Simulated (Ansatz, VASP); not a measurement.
One calculation of Nb, two programs

File INCAR:

```
PREC = Accurate
ENCUT = 520
EDIFF = 1E-7
ISMEAR = -1
SIGMA = 0.05
LREAL = False
LASPH = True
NELM = 80
ALGO = Normal
ISIF = 2
LWAVE = False
LCHARG = False
NBANDS = 12
```

Contents of KPOINTS:

```
regular mesh
0
Gamma
  11 11 11
```

POSCAR

```
Nb
1.0
    0.0000000000      2.0718246199      2.0718246199
    2.0718246199      0.0000000000      2.0718246199
    2.0718246199      2.0718246199      0.0000000000
Nb
1
Direct
    0.0000000000      0.0000000000      0.0000000000
```

input.yaml

```yaml
crystal:
  lattice:
    - [0.0, 2.0718246199, 2.0718246199]
    - [2.0718246199, 0.0, 2.0718246199]
    - [2.0718246199, 2.0718246199, 0.0]
  atoms:
    - { symbol: Nb, position: [0.0, 0.0, 0.0] }
hamiltonian:
  xc: lda
  pseudopotentials: { kind: paw }
kpoints:
  mp_grid: { grid: [11, 11, 11] }
scf:
  occupations: { method: fermi_dirac, width: 0.05 }
output:
  forces: true
  stress: true
  eigenvalues: true
```

Alike in both runs: task single point; functional LDA; k mesh 11 × 11 × 11; occupations fermi-dirac, width 0.05 eV; no spin polarisation.

|  | VASP | Ansatz |
| --- | --- | --- |
| version | VASP 6.6.1 | Ansatz 0.2.0 |
| potentials or method | VASP PAW LDA potentials, release 64 (Nb_sv) | Ansatz PAW |
| plane-wave cutoff (eV) | 520 | 420 |
| valence electrons in the cell | 13 | 13 |

|  | VASP | Ansatz | Ansatz less VASP |
| --- | --- | --- | --- |
| gap on the k mesh at the Fermi level (eV) | none | none | - |
| pressure (GPa) | -1.2 | -1.0 | +0.14 |

LDA's correlation is that of Perdew and Zunger in VASP and of Perdew and Wang (1992) in Ansatz. A gap of «none» marks a metal or a gap that the smearing closes.
